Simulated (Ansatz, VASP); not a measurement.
# HRh6 in VASP and in Ansatz

The input INCAR:

```
  PREC = Accurate
  ENCUT = 520
  EDIFF = 1E-6
  ISMEAR = 0
  SIGMA = 0.1
  LREAL = F
  LASPH = T
  NELM = 100
  ALGO = Normal
  ISIF = 2
  LWAVE = F
  LCHARG = F
  LDIPOL = T
  IDIPOL = 3
  DIPOL = 0.5 0.5 0.305
  GGA = PE
  NBANDS = 104
```

File KPOINTS:

```
regular mesh
0
Gamma
  5 5 1
```

The input POSCAR:

```
HRh6
1.0
    5.4163401145      0.0000000000      0.0000000000
    0.0000000000      5.4163401145      0.0000000000
    0.0000000000      0.0000000000     21.6737367085
Rh H
12 2
Direct
    0.2500000000      0.2500000000      0.1845551625
    0.2500000000      0.7500000000      0.1845551625
    0.7500000000      0.2500000000      0.1845551625
    0.7500000000      0.7500000000      0.1845551625
    0.0000000000      0.0000000000      0.2693761947
    0.0000000000      0.5000000000      0.2693761947
    0.5000000000      0.0000000000      0.2693761947
    0.5000000000      0.5000000000      0.2693761947
    0.2500000000      0.2500000000      0.3540569313
    0.2500000000      0.7500000000      0.3540569313
    0.7500000000      0.2500000000      0.3540569313
    0.7500000000      0.7500000000      0.3540569313
    0.4307650568      0.5000000000      0.5201565775
    0.5692349432      0.5000000000      0.5201565775
```

Input for Ansatz:

```yaml
crystal:
  lattice:
    - [5.4163401145, 0.0, 0.0]
    - [0.0, 5.4163401145, 0.0]
    - [0.0, 0.0, 21.6737367085]
  atoms:
    - { symbol: Rh, position: [0.25, 0.25, 0.1845551625] }
    - { symbol: Rh, position: [0.25, 0.75, 0.1845551625] }
    - { symbol: Rh, position: [0.75, 0.25, 0.1845551625] }
    - { symbol: Rh, position: [0.75, 0.75, 0.1845551625] }
    - { symbol: Rh, position: [0.0, 0.0, 0.2693761947] }
    - { symbol: Rh, position: [0.0, 0.5, 0.2693761947] }
    - { symbol: Rh, position: [0.5, 0.0, 0.2693761947] }
    - { symbol: Rh, position: [0.5, 0.5, 0.2693761947] }
    - { symbol: Rh, position: [0.25, 0.25, 0.3540569313] }
    - { symbol: Rh, position: [0.25, 0.75, 0.3540569313] }
    - { symbol: Rh, position: [0.75, 0.25, 0.3540569313] }
    - { symbol: Rh, position: [0.75, 0.75, 0.3540569313] }
    - { symbol: H, position: [0.4307650568, 0.5, 0.5201565775] }
    - { symbol: H, position: [0.5692349432, 0.5, 0.5201565775] }
basis:
  ecutwfc: 420
kpoints:
  mp_grid: { grid: [5, 5, 1] }
hamiltonian:
  xc: pbe
scf:
  occupations: { method: gaussian, width: 0.1 }
output:
  forces: true
  eigenvalues: true
efield:
  axis: 3
  dipole_correction: true
  ramp_width: 0.04
```

Alike in both runs: task single point; functional PBE; k mesh 5 × 5 × 1; occupations gaussian, width 0.1 eV; no spin polarisation.

|  | VASP | Ansatz |
| --- | --- | --- |
| version | VASP 6.6.1 | Ansatz 0.2.0 |
| potentials or method | VASP PAW PBE potentials, release 64 (Rh_pv, H), cutoff 520 eV | scalar-relativistic, plane waves, PAW |
| valence electrons in the cell | 182 | 206 |

Ansatz gave:

| Property | Result |
| --- | --- |
| gap on the k mesh at the Fermi level (eV) | none |
| rms of the force components (eV/Å) | 0.016 |

Question: Which values does VASP return?

Answer: gap on the k mesh at the Fermi level (eV): none; rms of the force components (eV/Å): 0.014.

Atom by atom the forces differ by 0.003 eV/Å (rms over components). A gap of «none» marks a metal or a gap that the smearing closes. VASP's potentials hold 182 valence electrons a cell and Ansatz's 206, so a difference there can come from the potentials and not from the codes.
